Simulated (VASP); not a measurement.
Here is a VASP 6.6.1 calculation.

The input INCAR:

```
SYSTEM = WS2
PREC = Accurate
ENCUT = 500
EDIFF = 1E-7
ISMEAR = 0
SIGMA = 0.02
LREAL = .FALSE.
LASPH = .TRUE.
NELM = 120
ALGO = Normal
ISIF = 3
LWAVE = .FALSE.
LCHARG = .FALSE.
GGA = PE
IBRION = 2
NSW = 100
EDIFFG = -0.01
GGA_COMPAT = .FALSE.
NELMIN = 4
```

File KPOINTS:

```
regular mesh
0
G
  12 12 2
  0 0 0
```

The input POSCAR:

```
WS2
1.0
    3.1855605633      0.0000000000      0.0000000000
   -1.5927802817      2.7587763731      0.0000000000
    0.0000000000      0.0000000000     14.6934855453
W S
2 4
Direct
    0.3333333333      0.6666666667      0.2488353841
    0.6666666667      0.3333333333      0.7511646159
    0.3333333333      0.6666666667      0.6441817004
    0.6666666667      0.3333333333      0.1419262088
    0.3333333333      0.6666666667      0.8580737912
    0.6666666667      0.3333333333      0.3558182996
```

Potentials or basis: VASP PAW PBE potentials, release 64 (W_sv, S).

Run with:

```sh
$ cat potpaw_PBE.64/W_sv/POTCAR potpaw_PBE.64/S/POTCAR > POTCAR
$ mpirun -np 1 vasp_std > vasp.out
```

Problem. What does it give for the relaxed cell?

Solution. a = 3.187 Å, b = 3.187 Å, c = 14.689 Å, α = 90.00°, β = 90.00°, γ = 120.00°.

Problem. Predict the relaxed volume.

Solution. 21.54 Å³/atom.

Problem. Estimate the band gap on the k mesh.

Solution. 1.62 eV (least direct gap 1.80 eV).

Problem. Predict the space group after relaxing (to 0.1 Å).

Solution. P6_3/mmc (No. 194).

Forces on the atoms (eV/Å):
```
W    0.000  0.000 -0.005
W    0.000  0.000  0.005
S    0.000  0.000 -0.009
S    0.000  0.000 -0.003
S    0.000  0.000  0.003
S    0.000  0.000  0.009
```

Caveat: spin-orbit coupling is left out, which moves the levels of the heavy elements; this functional lacks dispersion, which binds the layers, so the pressure and a relaxed spacing across them are unreliable. A k mesh can miss the band edges.
